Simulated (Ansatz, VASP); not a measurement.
## AlN in VASP and in Ansatz

INCAR

```
SYSTEM = AlN
PREC = Accurate
ENCUT = 520
EDIFF = 1E-7
ISMEAR = 0
SIGMA = 0.05
LREAL = .False.
LASPH = .True.
NELM = 60
ALGO = Normal
ISIF = 2
LWAVE = .False.
LCHARG = .True.
GGA = PS
LELF = .True.
LVHAR = .True.
NBANDS = 16
```

The input KPOINTS:

```
Automatic mesh
0
Gamma
  9 9 6
  0 0 0
```

File POSCAR:

```
AlN
1.0
    3.3634800778      0.0000000000      0.0000000000
   -1.6817400389      2.9128591925      0.0000000000
    0.0000000000      0.0000000000      3.8928918421
Al N
2 2
Direct
    0.3333333333      0.6666666667      0.7500000000
    0.6666666667      0.3333333333      0.2500000000
    0.3333333333      0.6666666667      0.2500000000
    0.6666666667      0.3333333333      0.7500000000
```

Input for Ansatz:

```yaml
crystal:
  lattice:
    - [3.3634800778, 0.0, 0.0]
    - [-1.6817400389, 2.9128591925, 0.0]
    - [0.0, 0.0, 3.8928918421]
  atoms:
    - { symbol: Al, position: [0.3333333333, 0.6666666667, 0.75] }
    - { symbol: Al, position: [0.6666666667, 0.3333333333, 0.25] }
    - { symbol: "N", position: [0.3333333333, 0.6666666667, 0.25] }
    - { symbol: "N", position: [0.6666666667, 0.3333333333, 0.75] }
basis:
  ecutwfc: 520.0
kpoints:
  mp_grid: { grid: [9, 9, 6] }
hamiltonian:
  xc: pbesol
  pseudopotentials: { kind: paw, azcp: { folder: soft_1 } }
scf:
  occupations: { method: gaussian, width: 0.05 }
output:
  forces: true
  stress: true
  eigenvalues: true
```

Alike in both runs: task single point; functional PBEsol; k mesh 9 × 9 × 6; occupations gaussian, width 0.05 eV; no spin polarisation.

```csv
,VASP,Ansatz
version,VASP 6.6.1,Ansatz 0.2.0
potentials or method,"VASP PAW PBE potentials, release 64 (Al, N), cutoff 520 eV","scalar-relativistic, plane waves, PAW"
valence electrons in the cell,16,16
```

|  | VASP | Ansatz | Ansatz less VASP |
| --- | --- | --- | --- |
| gap on the k mesh at the Fermi level (eV) | 3.71 | 3.70 | -0.011 |
| least direct gap on the mesh (eV) | 3.71 | 3.70 | -0.011 |
| pressure (GPa) | 6.2 | 6.2 | -0.05 |
| traceless stress, the component that is largest in VASP (GPa) | 13.79 | 13.61 | -0.182 |

VASP's potentials were made for PBE, not for PBEsol, and Ansatz warns of the same on its side.
